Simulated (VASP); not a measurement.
A run of VASP 6.6.1 is set up as follows.

File INCAR:

```
PREC = Accurate
ENCUT = 520
EDIFF = 1E-6
ISMEAR = 0
SIGMA = 0.1
LREAL = False
LASPH = True
NELM = 60
ALGO = Normal
ISIF = 2
LWAVE = False
LCHARG = False
GGA = PE
NBANDS = 55
```

File KPOINTS:

```
Automatic mesh
0
Gamma
  3 3 4
```

POSCAR

```
Ta3Cd
1.0
    5.9602298643      0.0000000000      0.0000000000
   -2.9801149322      5.1617104749      0.0000000000
    0.0000000000      0.0000000000      4.8794765716
Ta Cd
6 2
Direct
    0.8393277500      0.6786555001      0.2500000000
    0.1606722500      0.8393277500      0.7500000000
    0.3213444999      0.1606722500      0.2500000000
    0.1606722500      0.3213444999      0.7500000000
    0.8393277500      0.1606722500      0.2500000000
    0.6786555001      0.8393277500      0.7500000000
    0.3333333333      0.6666666667      0.2500000000
    0.6666666667      0.3333333333      0.7500000000
```

Potentials or basis: VASP PAW PBE potentials, release 64 (Ta_pv, Cd).

Launch:

```console
$ cat potpaw_PBE.64/Ta_pv/POTCAR potpaw_PBE.64/Cd/POTCAR > POTCAR
$ mpirun -np 1 vasp_std > vasp.out
```

(1) Predict the pressure.

(2) What does it give for the largest force?

Results:

(1) 0.2 GPa.

(2) 0.020 eV/Å.

Caveat: the k points lie up to 0.41 Å⁻¹ apart, too coarse for converged energies and pressures of a metal.
